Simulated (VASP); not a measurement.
# HfB (I4mm) in VASP: further runs, part 2 of 2

VASP 6.6.1. The steps go on from the part before.

**3. Single point, PBE (shortest bond scaled by 0.58)**

INCAR

```
SYSTEM = HfB
PREC     = Accurate       ! precision mode
ENCUT    = 500            ! plane-wave cutoff, eV
EDIFF    = 1E-6           ! SCF threshold, eV
ISMEAR   = -1             ! smearing method
SIGMA    = 0.05           ! smearing width, eV
LREAL    = .False.        ! projectors in reciprocal space
LASPH    = .True.         ! aspherical terms in the spheres
NELM     = 120            ! most SCF steps
ALGO     = Normal         ! electronic algorithm
ISIF     = 2              ! what is computed and relaxed
LWAVE    = .False.        ! write WAVECAR
LCHARG   = .False.        ! write CHGCAR
GGA      = PE             ! functional
NBANDS   = 14             ! bands
GGA_COMPAT= .False.
```

KPOINTS

```
regular mesh
0
Gamma
  11 11 11
  0 0 0
```

POSCAR

```
HfB
1.0
    0.0000000000      2.3100000000      2.3100000000
    2.3100000000      0.0000000000      2.3100000000
    2.3100000000      2.3100000000      0.0000000000
Hf B
1 1
Direct
    0.3950000000      0.3950000000      0.6050000000
    0.1050000000      0.1050000000     -0.1050000000
```

Potentials or basis: VASP PAW PBE potentials, release 64 (Hf_pv, B).

The run is started by

```bash
$ cat potpaw_PBE.64/Hf_pv/POTCAR potpaw_PBE.64/B/POTCAR > POTCAR
$ mpirun -np 1 vasp_std > vasp.out
```

OUTCAR:

```text
SYSTEM = HfB
   PREC = Accurate
   ENCUT = 500
   EDIFF = 1E-6
   ISMEAR = -1
   LREAL = .False.
   LASPH = .True.
   NELM = 120
   ISIF = 2
   GGA = PE

 ion  position               nearest neighbor table
   1  0.395  0.395  0.605-   2 1.34   2 2.51   2 2.51   2 2.51   2 2.51
   2  0.105  0.105  0.895-   1 1.34   1 2.51   1 2.51   1 2.51   1 2.51

 -----------------------------------------------------------------------------
|                                                                             |
|           W    W    AA    RRRRR   N    N  II  N    N   GGGG   !!!           |
[... 606 lines left out ...]
     13      18.8370      0.00000
     14      19.6855      0.00000

 [... further k-points ...]
[... 5 lines left out ...]
  --------------------------------------------------------------------------------------
  -------------------------------------------------------------------------------------
  Total        0.2429099      0.2429099     56.8898013      0.0000000      0.0000000     -0.0000000
  in kB       15.7866473     15.7866473   3697.2520954      0.0000000      0.0000000     -0.0000000
  external PRESSURE =    1242.9417967 kB  Pullay stress =       0.0000000 kB

 VOLUME and BASIS-vectors are now :
 -----------------------------------------------------------------------------
  energy-cutoff  :      500.00
  volume of cell :       24.65
      direct lattice vectors                 reciprocal lattice vectors
     0.000000000  2.310000000  2.310000000    -0.216450216  0.216450216  0.216450216
     2.310000000  0.000000000  2.310000000     0.216450216 -0.216450216  0.216450216
     2.310000000  2.310000000  0.000000000     0.216450216  0.216450216 -0.216450216

 POSITION                                       TOTAL-FORCE (eV/Angst)
 -----------------------------------------------------------------------------------
      2.31000      2.31000      1.82490         0.000000      0.000000     45.445163
      2.31000      2.31000      0.48510         0.000000      0.000000    -45.445163
 -----------------------------------------------------------------------------------
    total drift:                               -0.000000     -0.000000     -0.000898

  FREE ENERGIE OF THE ION-ELECTRON SYSTEM (eV)
  ---------------------------------------------------
  free  energy   TOTEN  =        -3.9389978462 eV

  energy  without entropy=       -3.9262615299  energy(sigma->0) =       -3.93262969
```

OSZICAR:

```text
N       E                     dE             d eps       ncg     rms          rms(c)
DAV:   1     0.396596685836E+02    0.39660E+02   -0.65104E+03  3552   0.816E+02
DAV:   2    -0.583344118556E+01   -0.45493E+02   -0.42804E+02  4430   0.202E+02
DAV:   3    -0.700442290218E+01   -0.11710E+01   -0.11639E+01  4416   0.235E+01
DAV:   4    -0.700901824757E+01   -0.45953E-02   -0.45943E-02  4088   0.181E+00
DAV:   5    -0.700905214134E+01   -0.33894E-04   -0.33891E-04  4568   0.129E-01    0.709E+01
DAV:   6    -0.402848595755E+01    0.29806E+01   -0.56077E+00  4620   0.170E+01    0.365E+01
DAV:   7    -0.396874021786E+01    0.59746E-01   -0.19042E+00  4560   0.835E+00    0.124E+01
DAV:   8    -0.394280252201E+01    0.25938E-01   -0.17764E-01  4164   0.330E+00    0.257E+00
DAV:   9    -0.393908500171E+01    0.37175E-02   -0.14713E-02  4368   0.968E-01    0.866E-01
DAV:  10    -0.393902532263E+01    0.59679E-04   -0.59431E-04  4332   0.188E-01    0.264E-01
DAV:  11    -0.393899794585E+01    0.27377E-04   -0.11581E-04  4506   0.822E-02    0.404E-02
DAV:  12    -0.393899784623E+01    0.99616E-07   -0.56756E-06  3990   0.197E-02
   1 F= -.39389978E+01 E0= -.39326297E+01  d E =-.127363E-01
```

Wall time 15 s (1 thread of AMD EPYC 9R45 (Zen 5), shared host); peak memory 0.14 GiB.

What came out:

```yaml
Free_energy: -3.9390 eV
Pressure: 124.3 GPa
Largest_force: 45.445 eV/Å
```

Forces in eV/Å, atoms in the order of the input:
```
Hf    0.000   0.000  45.445
B     0.000   0.000 -45.445
```

Levels at points of the mesh, in eV from the Fermi level:
| k point | band 3 | band 4 | band 5 | band 6 | band 7 | band 8 | band 9 | band 10 |
| --- | --- | --- | --- | --- | --- | --- | --- | --- |
| (0.00, 0.00, 0.00) | -29.67 | -9.18 | -3.38 | -3.38 | 0.55 | 1.72 | 3.64 | 9.30 |

Caveat: the cell differs from its parent crystal (shortest bond scaled by 0.58); spin-orbit coupling is left out, which moves the levels of the heavy elements; forces of over 1 eV/Å act on the atoms, so gaps and moduli don't describe the material at rest.

**4. Single point, PBE (shortest bond scaled by 1.1)**

INCAR

```
SYSTEM = HfB
PREC = Accurate
ENCUT = 500
EDIFF = 1E-6
ISMEAR = -1
SIGMA = 0.05
LREAL = .False.
LASPH = .True.
NELM = 120
ALGO = Normal
ISIF = 2
LWAVE = .False.
LCHARG = .False.
GGA = PE
NBANDS = 14
GGA_COMPAT = .False.
```

KPOINTS is that of step 3.

POSCAR

```
HfB
1.0
    0.0000000000      2.3100000000      2.3100000000
    2.3100000000      0.0000000000      2.3100000000
    2.3100000000      2.3100000000      0.0000000000
Hf B
1 1
Direct
    0.5250000000      0.5250000000      0.4750000000
   -0.0250000000     -0.0250000000      0.0250000000
```

The run is started by

```bash
$ cat potpaw_PBE.64/Hf_pv/POTCAR potpaw_PBE.64/B/POTCAR > POTCAR
$ mpirun -np 1 vasp_std > vasp.out
```

Run time: 45 s. Hardware: 1 thread of Intel Xeon 8259CL, shared host; peak memory 0.17 GiB.

It converged, with:

| Quantity | Value |
| --- | --- |
| Free energy | -16.8166 eV |
| Pressure | 34.6 GPa |
| Largest force | 3.198 eV/Å |

Forces in eV/Å, atoms in the order of the input:
```
Hf   0.000  0.000 -3.198
B    0.000  0.000  3.198
```

Stress tensor (GPa, compression positive):
```
28.42  0.00  0.00
 0.00 28.42  0.00
 0.00  0.00 46.88
```

Levels at points of the mesh, in eV from the Fermi level:
| k point | band 5 | band 6 | band 7 | band 8 | band 9 | band 10 |
| --- | --- | --- | --- | --- | --- | --- |
| (0.00, 0.00, 0.00) | 1.39 | 1.39 | 2.22 | 2.29 | 4.23 | 4.86 |

Caveat: the cell differs from its parent crystal (shortest bond scaled by 1.1); spin-orbit coupling is left out, which moves the levels of the heavy elements; forces of over 1 eV/Å act on the atoms, so gaps and moduli don't describe the material at rest.
